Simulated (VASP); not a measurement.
# CuSi16 (a cell with a defect) in VASP: further runs, part 4 of 4

VASP 6.6.1.

### Step 6. Single point, PBEsol

The input, INCAR:

```
PREC = Accurate ; ENCUT = 520
EDIFF = 1E-6 ; ISMEAR = -1
SIGMA = 0.02 ; LREAL = Auto
LASPH = T ; NELM = 100
ALGO = Normal ; ISIF = 2
LWAVE = F ; LCHARG = T
GGA = PS ; LELF = T
LVHAR = T ; NELECT = 74.0
NBANDS = 52
```

The input, KPOINTS:

```
regular mesh
0
Gamma
  2 2 2
```

The input, POSCAR:

```
CuSi16
1.0
    0.0000000000      5.4300000000      5.4300000000
    5.4300000000      0.0000000000      5.4300000000
    5.4300000000      5.4300000000      0.0000000000
Si Cu
16 1
Direct
   -0.0664917127     -0.0073020258     -0.0222744015
   -0.0468968692      0.1697145488      0.1591804788
   -0.0821546961     -0.0340331492      0.5035359116
    0.0804235727      0.2117127072      0.6447697974
   -0.1941712707      0.5010773481      0.1835267035
    0.0790699816      0.6342265193      0.0549447514
    0.0937384899      0.5729834254      0.4145303867
    0.2187384899      0.6782780847      0.6784622468
    0.3709208103     -0.0649171271      0.1997974217
    0.5674953959      0.0816390424      0.1693554328
    0.4895119705     -0.1650000000      0.5458471455
    0.5259576427     -0.1035819521      0.8050552486
    0.4558563536      0.4730939227      0.0197237569
    0.4566022099      0.5653499079      0.3245948435
    0.3080202578      0.3240976059      0.6815193370
    0.7266758748      0.4555709024      0.7238397790
    0.7697605893      0.1458563536      0.7301657459
```

Potentials or basis: VASP PAW PBE potentials, release 64 (Si, Cu).

On the command line:

```
> cat potpaw_PBE.64/Si/POTCAR potpaw_PBE.64/Cu/POTCAR > POTCAR
> mpirun -np 1 vasp_std > vasp.out
```

It took 2.4 min on 1 thread of Intel Xeon 6975P-C (Granite Rapids), shared host; peak memory 0.49 GiB.

It converged, with:

```yaml
Free_energy: -92.6851 eV
Largest_force: 3.469 eV/Å
```

Forces on the atoms (eV/Å):
```
Si   1.330  1.293  0.455
Si  -1.807  0.451  0.242
Si  -0.553  1.292 -1.347
Si  -0.950 -0.117  1.068
Si  -0.432  0.437  0.727
Si  -0.378  0.862  0.068
Si   0.562 -0.295 -0.392
Si  -0.040 -0.438 -0.011
Si  -0.745 -2.665 -2.093
Si   1.211  0.658  1.447
Si  -0.018  0.422  0.051
Si   0.291  0.149  0.508
Si   1.916  0.842 -1.065
Si  -0.248 -0.643 -1.186
Si   0.070  0.346  0.432
Si   0.180 -1.729  2.281
Cu  -0.389 -0.865 -1.185
```

Levels at points of the mesh, in eV from the Fermi level:
| k point | band 34 | band 35 | band 36 | band 37 | band 38 | band 39 | band 40 | band 41 |
| --- | --- | --- | --- | --- | --- | --- | --- | --- |
| (0.00, 0.00, 0.00) | -0.70 | -0.39 | -0.03 | 0.12 | 0.27 | 0.40 | 0.59 | 0.66 |
| (0.50, 0.00, 0.00) | -1.05 | -0.69 | -0.49 | -0.31 | 0.14 | 0.22 | 0.54 | 0.96 |
| (0.00, 0.50, 0.00) | -0.93 | -0.55 | -0.44 | -0.02 | 0.01 | 0.27 | 0.62 | 0.89 |
| (0.00, 0.00, 0.50) | -1.16 | -0.66 | -0.37 | -0.18 | 0.02 | 0.04 | 0.83 | 0.93 |
| (0.50, 0.50, 0.50) | -1.06 | -0.93 | -0.63 | -0.13 | 0.24 | 0.47 | 0.77 | 0.83 |
| (0.50, 0.50, 0.00) | -1.13 | -0.74 | -0.58 | -0.38 | -0.02 | 0.22 | 0.60 | 1.04 |
| (0.00, 0.50, 0.50) | -1.00 | -0.83 | -0.37 | -0.10 | 0.35 | 0.55 | 0.64 | 0.80 |
| (0.50, 0.00, 0.50) | -0.77 | -0.58 | -0.42 | -0.16 | 0.26 | 0.52 | 0.72 | 0.85 |

Caveat: the k points lie up to 0.50 Å⁻¹ apart; the cell carries a net charge on a neutralising background, which shifts energy and pressure; the cell is charged against a uniform background, so pressure and absolute levels hang on convention; the atoms stand as in a frame of molecular dynamics; the PAW data sets were made with another functional, which shifts forces and pressure a little.

### Step 7. Single point, PBEsol

The input, INCAR:

```
ALGO = Normal
EDIFF = 1E-6
ENCUT = 520
GGA = PS
ISIF = 2
ISMEAR = -1
LASPH = T
LCHARG = T
LELF = T
LREAL = Auto
LVHAR = T
LWAVE = F
NBANDS = 52
NELECT = 74.0
NELM = 80
PREC = Accurate
SIGMA = 0.02
```

The input, KPOINTS:

```
k-points
0
Gamma
  2 2 2
```

The input, POSCAR:

```
CuSi16
1.0
    0.0000000000      5.4300000000      5.4300000000
    5.4300000000      0.0000000000      5.4300000000
    5.4300000000      5.4300000000      0.0000000000
Si Cu
16 1
Direct
   -0.0577532228     -0.0389871087     -0.0414180479
   -0.1110128913      0.0452117864      0.2721546961
   -0.0987292818     -0.1741804788      0.6537016575
    0.1111878453      0.0539502762      0.5666574586
   -0.1725506446      0.4161786372      0.1218876611
    0.1193278085      0.5680202578     -0.0245027624
    0.1189318600      0.4508287293      0.3804604052
    0.2488029466      0.6501104972      0.5465930018
    0.2323020258     -0.1918600368      0.1229465930
    0.5656077348      0.0228268877      0.2737108656
    0.4480755064     -0.2080570902      0.6000828729
    0.5731952118     -0.1776519337      0.8022744015
    0.5332965009      0.3872559853      0.1556353591
    0.5614548803      0.3209208103      0.5190055249
    0.2382872928      0.1899631676      0.7491896869
    0.8602578269      0.3772375691      0.8297053407
    0.6681215470      0.1594843462      0.8006629834
```

On the command line:

```
> cat potpaw_PBE.64/Si/POTCAR potpaw_PBE.64/Cu/POTCAR > POTCAR
> mpirun -np 1 vasp_std > vasp.out
```

Run time: 5.3 min. Hardware: 1 thread of Intel Xeon 6975P-C (Granite Rapids), shared host; peak memory 0.49 GiB.

It converged, with:

```
Free energy   : -92.7564 eV
Largest force : 2.490 eV/Å
```

Forces in eV/Å, atoms in the order of the input:
```
Si  -0.522  0.701 -0.349
Si   0.304  0.620 -0.715
Si   0.514 -0.629  0.941
Si   0.353 -0.283  0.574
Si   0.927  1.776  1.479
Si   0.748 -0.190 -0.040
Si  -0.251  0.184  0.136
Si  -1.248  1.077  0.554
Si  -0.661  0.518  0.008
Si  -0.921 -0.437  1.531
Si  -0.118  0.116 -1.055
Si   1.186 -0.472 -1.896
Si   0.743 -1.428 -1.459
Si  -0.010 -1.052  0.015
Si  -0.675  0.121  0.188
Si  -0.579 -1.617  0.116
Cu   0.211  0.996 -0.027
```

Levels at points of the mesh, in eV from the Fermi level:
| k point | band 34 | band 35 | band 36 | band 37 | band 38 | band 39 | band 40 | band 41 |
| --- | --- | --- | --- | --- | --- | --- | --- | --- |
| (0.00, 0.00, 0.00) | -0.75 | -0.42 | -0.22 | 0.09 | 0.14 | 0.32 | 0.51 | 0.57 |
| (0.50, 0.00, 0.00) | -1.00 | -0.82 | -0.49 | -0.15 | 0.26 | 0.46 | 0.77 | 1.16 |
| (0.00, 0.50, 0.00) | -1.02 | -0.84 | -0.58 | -0.41 | 0.19 | 0.58 | 0.80 | 1.08 |
| (0.00, 0.00, 0.50) | -1.23 | -0.86 | -0.66 | -0.25 | 0.10 | 0.23 | 0.73 | 1.00 |
| (0.50, 0.50, 0.50) | -1.10 | -0.69 | -0.60 | -0.35 | -0.19 | 0.24 | 0.50 | 0.81 |
| (0.50, 0.50, 0.00) | -1.15 | -0.94 | -0.57 | -0.22 | 0.08 | 0.20 | 0.47 | 0.82 |
| (0.00, 0.50, 0.50) | -1.16 | -0.96 | -0.25 | 0.02 | 0.23 | 0.31 | 0.67 | 0.74 |
| (0.50, 0.00, 0.50) | -1.00 | -0.78 | -0.52 | -0.33 | -0.01 | 0.19 | 0.70 | 0.92 |

Caveat: the k points lie up to 0.50 Å⁻¹ apart; the cell carries a net charge on a neutralising background, which shifts energy and pressure; the cell is charged against a uniform background, so pressure and absolute levels hang on convention; the atoms stand as in a frame of molecular dynamics; the PAW data sets were made with another functional, which shifts forces and pressure a little.
